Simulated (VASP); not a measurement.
The system is BN.

```xyz
2
Lattice="0.0000 1.7885 1.7885 1.7885 0.0000 1.7885 1.7885 1.7885 0.0000" Properties=species:S:1:pos:R:3 pbc="T T T"
N     0.8942    0.8942    0.8942
B     0.0000    0.0000    0.0000
```

Base run:

```yaml
Program: VASP 6.6.1
Functional: PBEsol
Potentials_or_basis: VASP PAW PBE potentials, release 64 (N, B)
Cutoff: 520 eV
k_mesh: 13 × 13 × 13
Occupations: fermi-dirac, width 0.05 eV
Spin: no spin polarisation
```

Its results: band gap on the k mesh 4.39 eV, indirect (least direct gap 8.91 eV); pressure 10.4 GPa.

The run is repeated on the same cell with these changes: functional from PBEsol to PBE; further incar settings from ALGO = Normal; EDIFF = 1e-06; NBANDS = 11 to ALGO = Normal; EDIFF = 1e-07; NBANDS = 11. What comes out?

Band gap on the k mesh 4.57 eV, indirect (least direct gap 8.97 eV); pressure 16.2 GPa.

Caveats: the PAW data sets were made with another functional, which shifts forces and pressure a little (some runs).

A k mesh can miss the band edges.
